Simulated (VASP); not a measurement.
# CeO2 (Fm-3m) in VASP: further runs, part 2 of 2

VASP 6.6.1. Earlier steps stand in the parts before.

## 3. Single point, r2SCAN+D4 (12.78 Å³/atom)

This run uses another cell than the first one, of 12.78 Å³/atom.

POSCAR

```
CeO2
1.0
    0.0000000000      2.6765640408      2.6765640408
    2.6765640408      0.0000000000      2.6765640408
    2.6765640408      2.6765640408      0.0000000000
Ce O
1 2
Direct
    0.0000000000      0.0000000000      0.0000000000
    0.2500000000      0.2500000000      0.2500000000
    0.7500000000      0.7500000000      0.7500000000
```

INCAR.step1

```
SYSTEM = CeO2
ALGO = Normal
EDIFF = 1E-4
ENCUT = 520
GGA = PE
ISMEAR = 0
LASPH = .True.
LCHARG = .False.
LREAL = .False.
LWAVE = .True.
NBANDS = 19
NELM = 60
PREC = Accurate
SIGMA = 0.05
```

INCAR.step2

```
SYSTEM = CeO2
ALGO = Normal
EDIFF = 1E-6
ENCUT = 520
ISIF = 2
ISMEAR = 0
ISTART = 1
IVDW = 13
LASPH = .True.
LCHARG = .False.
LMIXTAU = .True.
LREAL = .False.
LWAVE = .False.
METAGGA = R2SCAN
NBANDS = 19
NELM = 60
PREC = Accurate
SIGMA = 0.05
VDW_A1 = 0.51559235
VDW_A2 = 5.77342911
VDW_S6 = 1.0
VDW_S8 = 0.6018749
```

KPOINTS

```
k-points
0
Gamma
  8 8 8
  0 0 0
```

Potentials or basis: VASP PAW PBE potentials, release 64 (Ce, O).

On the command line:

```console
$ cat potpaw_PBE.64/Ce/POTCAR potpaw_PBE.64/O/POTCAR > POTCAR
$ cp INCAR.step1 INCAR
$ mpirun -np 1 vasp_std > vasp.out
$ cp INCAR.step2 INCAR
$ mpirun -np 1 vasp_std > vasp.out
```

OUTCAR:

```text
SYSTEM = CeO2
   EDIFF = 1E-6
   ENCUT = 520
   ISIF = 2
   ISMEAR = 0
   ISTART = 1
   IVDW = 13
   LASPH = .True.
   LREAL = .False.
   METAGGA = R2SCAN
   NELM = 60
   PREC = Accurate

 ion  position               nearest neighbor table
   1  0.000  0.000  0.000-   3 2.32   3 2.32   3 2.32   2 2.32   2 2.32   2 2.32   3 2.32   2 2.32

   2  0.250  0.250  0.250-   1 2.32   1 2.32   1 2.32   1 2.32
   3  0.750  0.750  0.750-   1 2.32   1 2.32   1 2.32   1 2.32

  LATTYP: Found a face centered cubic cell.
 ALAT       =     5.3531280816

  Lattice vectors:

 A1 = (   0.0000000000,   2.6765640408,   2.6765640408)
 A2 = (   2.6765640408,   0.0000000000,   2.6765640408)
 A3 = (   2.6765640408,   2.6765640408,   0.0000000000)

Analysis of symmetry for initial positions (statically):
=====================================================================
 Subroutine PRICEL returns:
 Original cell was already a primitive cell.

 Routine SETGRP: Setting up the symmetry group for a
 face centered cubic supercell.

 Subroutine GETGRP returns: Found 48 space group operations
 (whereof 48 operations were pure point group operations)
 out of a pool of 48 trial point group operations.

The static configuration has the point symmetry O_h .

Analysis of symmetry for dynamics (positions and initial velocities):
=====================================================================
 Subroutine PRICEL returns:
 Original cell was already a primitive cell.

 Routine SETGRP: Setting up the symmetry group for a
 face centered cubic supercell.

 Subroutine GETGRP returns: Found 48 space group operations
 (whereof 48 operations were pure point group operations)
 out of a pool of 48 trial point group operations.

The dynamic configuration has the point symmetry O_h .

 Subroutine INISYM returns: Found 48 space group operations
 (whereof 48 operations are pure point group operations),
 and found     1 'primitive' translations

[... 114 lines left out ...]
   IMIX   =      4    mixing-type and parameters
     AMIX     =   0.40;   BMIX     =  1.00
     AMIX_MAG =   1.60;   BMIX_MAG =  1.00
  volume/ion in A,a.u.               =      12.78        86.27
  Fermi-wavevector in a.u.,A,eV,Ry     =   1.400310  2.646203 26.679240  1.960869
  Thomas-Fermi vector in A             =   2.523283
   LORBIT       =      0    0 simple, 1 ext, 2 COOP (PROOUT), +10 PAW based schemes
   METAGGA = R2SCAN    functional components
   LHFCALC =     F    Hartree Fock is set to
   AEXX    =    0.0000 exact exchange contribution
   IVDW    =    13    specifies the selected vdW correction
   LEPSILON=     F    determine dielectric tensor
   LRPA    =     F    only Hartree local field effects (RPA)
 non-spin polarized calculation
 Gauss-broadening in eV      SIGMA  =   0.05
  energy-cutoff  :      520.00
  volume of cell :       38.35
 maximum number of plane-waves:      1056
   NGX = 15   NGY = 15   NGZ = 15

 number of electron      24.0000009 magnetization

 Free energy of the ion-electron system (eV)
  ---------------------------------------------------
  ext. energy  EPLUGINS =         0.00000000
  ---------------------------------------------------
  free energy    TOTEN  =       -53.97565096 eV

  energy without entropy =      -53.97565096  energy(sigma->0) =      -53.97565096

 E-fermi :   5.6640     XC(G=0): -12.2473

 val. band max:        5.4348884440   @ k =  -0.2500   0.2500   0.0000
 cond. band min:       7.7536200103   @ k =   0.5000   0.0000   0.0000
 fundamental gap:      2.3187315663
 Fermi energy:         5.6639769305

 k-point     1 :       0.0000    0.0000    0.0000
  band No.  band energies     occupation
      1     -28.0607      2.00000
      2     -11.9399      2.00000
      3     -11.0656      2.00000
      4      -9.6415      2.00000
      5      -9.6415      2.00000
      6      -9.6415      2.00000
[... 505 lines left out ...]
      6      -7.6120      2.00000
[... 11 lines left out ...]
     18       8.4688      0.00000
     19       8.8574      0.00000

 [... further k-points ...]

------------------------ aborting loop because EDIFF is reached ----------------------------------------

  DFT-D4 for vdW energy calculation

  Edisp (eV):   -0.28904

  FORCE on cell =-STRESS in cart. coord.  units (eV):
  Direction    XX          YY          ZZ          XY          YZ          ZX
  --------------------------------------------------------------------------------------
  -------------------------------------------------------------------------------------
  Total       2.00770     2.00770     2.00770     0.00000     0.00000    -0.00000
  in kB      83.87781    83.87781    83.87781     0.00000     0.00000    -0.00000
  external pressure =       83.88 kB  Pullay stress =        0.00 kB

 VOLUME and BASIS-vectors are now :
 -----------------------------------------------------------------------------
  energy-cutoff  :      520.00
  volume of cell :       38.35
      direct lattice vectors                 reciprocal lattice vectors
     0.000000000  2.676564041  2.676564041    -0.186806664  0.186806664  0.186806664
     2.676564041  0.000000000  2.676564041     0.186806664 -0.186806664  0.186806664
     2.676564041  2.676564041  0.000000000     0.186806664  0.186806664 -0.186806664

 POSITION                                       TOTAL-FORCE (eV/Angst)
 -----------------------------------------------------------------------------------
      0.00000      0.00000      0.00000         0.000000     -0.000000      0.000000
      1.33828      1.33828      1.33828        -0.000000     -0.000000      0.000000
      4.01485      4.01485      4.01485        -0.000000      0.000000     -0.000000
 -----------------------------------------------------------------------------------
    total drift:                                0.000000      0.000000      0.000000

  FREE ENERGIE OF THE ION-ELECTRON SYSTEM (eV)
  ---------------------------------------------------
  free  energy   TOTEN  =       -54.2646904162 eV

  energy  without entropy=      -54.2646904162  energy(sigma->0) =      -54.26469042
```

OUTCAR.step1:

```text
SYSTEM = CeO2
   EDIFF = 1E-4
   ENCUT = 520
   GGA = PE
   ISMEAR = 0
   LASPH = .True.
   LREAL = .False.
   NELM = 60
[... 751 lines left out ...]
      0.00000      0.00000      0.00000         0.000000     -0.000000      0.000000
      1.33828      1.33828      1.33828        -0.000000     -0.000000     -0.000000
      4.01485      4.01485      4.01485         0.000000      0.000000      0.000000
 -----------------------------------------------------------------------------------
    total drift:                                0.000000      0.000000      0.000000

  FREE ENERGIE OF THE ION-ELECTRON SYSTEM (eV)
  ---------------------------------------------------
  free  energy   TOTEN  =       -26.1378966610 eV

  energy  without entropy=      -26.1378966610  energy(sigma->0) =      -26.13789666
```

It took 3.3 min on 1 thread of Intel Xeon 8259CL, shared host; peak memory 0.19 GiB.

Results:

```yaml
Free_energy: -54.2647 eV
Pressure: 8.4 GPa
Band_gap_on_the_k_mesh: 2.32 eV (least direct gap 2.46 eV)
Dispersion_energy_per_atom: -0.096 eV
```

Caveat: the cell stands under pressure; the PAW data sets were made with another functional, which shifts forces and pressure a little; spin-orbit coupling is left out, which moves the levels of the heavy elements; semilocal functionals describe open f shells poorly, which spoils levels, moments and volumes. A k mesh can miss the band edges.

## 4. Single point, r2SCAN+D4 (13.05 Å³/atom)

This run uses another cell than the first one, of 13.05 Å³/atom.

POSCAR

```
CeO2
1.0
    0.0000000000      2.6950236865      2.6950236865
    2.6950236865      0.0000000000      2.6950236865
    2.6950236865      2.6950236865      0.0000000000
Ce O
1 2
Direct
    0.0000000000      0.0000000000      0.0000000000
    0.2500000000      0.2500000000      0.2500000000
    0.7500000000      0.7500000000      0.7500000000
```

INCAR.step1: that of step 3 with these lines changed.

```diff
@@ -11,3 +11,3 @@
 NBANDS = 19
-NELM = 60
+NELM = 100
 PREC = Accurate
```

INCAR.step2: that of step 3 with these lines changed.

```diff
@@ -2,3 +2,3 @@
 ALGO = Normal
-EDIFF = 1E-6
+EDIFF = 1E-7
 ENCUT = 520
@@ -15,3 +15,3 @@
 NBANDS = 19
-NELM = 60
+NELM = 100
 PREC = Accurate
```

KPOINTS is that of step 3.

Potentials or basis: VASP PAW PBE potentials, release 64 (Ce, O).

On the command line:

```console
$ cat potpaw_PBE.64/Ce/POTCAR potpaw_PBE.64/O/POTCAR > POTCAR
$ cp INCAR.step1 INCAR
$ mpirun -np 1 vasp_std > vasp.out
$ cp INCAR.step2 INCAR
$ mpirun -np 1 vasp_std > vasp.out
```

OUTCAR:

```text
SYSTEM = CeO2
   EDIFF = 1E-7
   ENCUT = 520
   ISIF = 2
   ISMEAR = 0
   ISTART = 1
   IVDW = 13
   LASPH = .True.
   LREAL = .False.
   METAGGA = R2SCAN
   NELM = 100
   PREC = Accurate

 ion  position               nearest neighbor table
   1  0.000  0.000  0.000-   3 2.33   3 2.33   3 2.33   2 2.33   2 2.33   2 2.33   3 2.33   2 2.33

   2  0.250  0.250  0.250-   1 2.33   1 2.33   1 2.33   1 2.33
   3  0.750  0.750  0.750-   1 2.33   1 2.33   1 2.33   1 2.33

  LATTYP: Found a face centered cubic cell.
 ALAT       =     5.3900473730

  Lattice vectors:

 A1 = (   0.0000000000,   2.6950236865,   2.6950236865)
 A2 = (   2.6950236865,   0.0000000000,   2.6950236865)
 A3 = (   2.6950236865,   2.6950236865,   0.0000000000)

Analysis of symmetry for initial positions (statically):
=====================================================================
 Subroutine PRICEL returns:
 Original cell was already a primitive cell.

 Routine SETGRP: Setting up the symmetry group for a
 face centered cubic supercell.

 Subroutine GETGRP returns: Found 48 space group operations
 (whereof 48 operations were pure point group operations)
 out of a pool of 48 trial point group operations.
[... 164 lines left out ...]

 E-fermi :   5.4678     XC(G=0): -12.1263

 val. band max:        5.2084103986   @ k =  -0.2500   0.2500   0.0000
 cond. band min:       7.4586105254   @ k =   0.5000   0.0000   0.0000
 fundamental gap:      2.2502001268
 Fermi energy:         5.4677925087

 k-point     1 :       0.0000    0.0000    0.0000
  band No.  band energies     occupation
      1     -28.3198      2.00000
      2     -12.1202      2.00000
      3     -11.2327      2.00000
      4      -9.9292      2.00000
      5      -9.9292      2.00000
      6      -9.9292      2.00000
[... 505 lines left out ...]
      6      -7.9364      2.00000
[... 11 lines left out ...]
     18       8.1450      0.00000
     19       8.5187      0.00000

 [... further k-points ...]

------------------------ aborting loop because EDIFF is reached ----------------------------------------

  DFT-D4 for vdW energy calculation

  Edisp (eV):   -0.28284

  FORCE on cell =-STRESS in cart. coord.  units (eV):
  Direction    XX          YY          ZZ          XY          YZ          ZX
  --------------------------------------------------------------------------------------
  -------------------------------------------------------------------------------------
  Total       0.93596     0.93596     0.93596     0.00000    -0.00000     0.00000
  in kB      38.30445    38.30445    38.30445     0.00000    -0.00000     0.00000
  external pressure =       38.30 kB  Pullay stress =        0.00 kB

 VOLUME and BASIS-vectors are now :
 -----------------------------------------------------------------------------
  energy-cutoff  :      520.00
  volume of cell :       39.15
      direct lattice vectors                 reciprocal lattice vectors
     0.000000000  2.695023686  2.695023686    -0.185527126  0.185527126  0.185527126
     2.695023686  0.000000000  2.695023686     0.185527126 -0.185527126  0.185527126
     2.695023686  2.695023686  0.000000000     0.185527126  0.185527126 -0.185527126

 POSITION                                       TOTAL-FORCE (eV/Angst)
 -----------------------------------------------------------------------------------
      0.00000      0.00000      0.00000         0.000000      0.000000     -0.000000
      1.34751      1.34751      1.34751         0.000000      0.000000      0.000000
      4.04254      4.04254      4.04254        -0.000000     -0.000000     -0.000000
 -----------------------------------------------------------------------------------
    total drift:                                0.000000      0.000000      0.000000

  FREE ENERGIE OF THE ION-ELECTRON SYSTEM (eV)
  ---------------------------------------------------
  free  energy   TOTEN  =       -54.2971948516 eV

  energy  without entropy=      -54.2971948516  energy(sigma->0) =      -54.29719485
```

OUTCAR.step1:

```text
SYSTEM = CeO2
   EDIFF = 1E-4
   ENCUT = 520
   GGA = PE
   ISMEAR = 0
   LASPH = .True.
   LREAL = .False.
   NELM = 100
[... 751 lines left out ...]
      0.00000      0.00000      0.00000         0.000000     -0.000000      0.000000
      1.34751      1.34751      1.34751         0.000000      0.000000      0.000000
      4.04254      4.04254      4.04254        -0.000000     -0.000000     -0.000000
 -----------------------------------------------------------------------------------
    total drift:                                0.000000      0.000000      0.000000

  FREE ENERGIE OF THE ION-ELECTRON SYSTEM (eV)
  ---------------------------------------------------
  free  energy   TOTEN  =       -26.1890929353 eV

  energy  without entropy=      -26.1890929353  energy(sigma->0) =      -26.18909294
```

It took 3.9 min on 1 thread of Intel Xeon 8259CL, shared host; peak memory 0.19 GiB.

Results:

```
Free energy                : -54.2972 eV
Pressure                   : 3.8 GPa
Band gap on the k mesh     : 2.25 eV (least direct gap 2.39 eV)
Dispersion energy per atom : -0.094 eV
```

Caveat: the cell stands under pressure; the PAW data sets were made with another functional, which shifts forces and pressure a little; spin-orbit coupling is left out, which moves the levels of the heavy elements; semilocal functionals describe open f shells poorly, which spoils levels, moments and volumes.

## 5. Overview

```csv
level,cell,gap on the mesh (eV),pressure (GPa)
revPBE,"a = 3.936 Å, angles 60.0°, 3 atoms",1.72,-5.9
r2SCAN+D4,"a = 3.785 Å, angles 60.0°, 3 atoms",2.32,8.4
r2SCAN+D4,"a = 3.811 Å, angles 60.0°, 3 atoms",2.25,3.8
```

Alike in all rows: task single point; potentials or basis VASP PAW PBE potentials, release 64 (Ce, O); no spin polarisation; k mesh 8 × 8 × 8; cutoff (eV) 520; smearing gaussian 0.05 eV.

Caveats: the PAW data sets were made with another functional, which shifts forces and pressure a little; spin-orbit coupling is left out, which moves the levels of the heavy elements; semilocal functionals describe open f shells poorly, which spoils levels, moments and volumes; the cell stands under pressure (at least some runs); the cell stands under tension (at least some runs).

Absolute energies hang on the potentials; compare differences alone.
